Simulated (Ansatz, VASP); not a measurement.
## Ti in VASP and in Ansatz

```
CELL_PARAMETERS angstrom
-1.59177 1.64100 1.64100
1.64100 -1.59177 1.64100
1.64100 1.64100 -1.59177
ATOMIC_POSITIONS crystal
Ti 0.00000 0.00000 0.00000
```

Change from the starting cell: equal xy, yz and zx shear strains of +3 %.

Alike in both runs: task single point; functional PBEsol; k mesh 14 × 14 × 14; occupations fermi-dirac, width 0.05 eV; no spin polarisation.

|  | VASP | Ansatz |
| --- | --- | --- |
| version | VASP 6.6.1 | Ansatz 0.2.0 |
| potentials or method | VASP PAW PBE potentials, release 64 (Ti_sv), cutoff 520 eV | all-electron LAPW, scalar-relativistic |

```csv
,VASP,Ansatz,Ansatz less VASP
pressure (GPa),-6.8,-6.7,+0.16
"traceless stress, the component that is largest in VASP (GPa)",-1.25,-1.26,-0.010
```

VASP's potentials were made for PBE, not for PBEsol. Ansatz ran all-electron here, and VASP with PAW potentials.
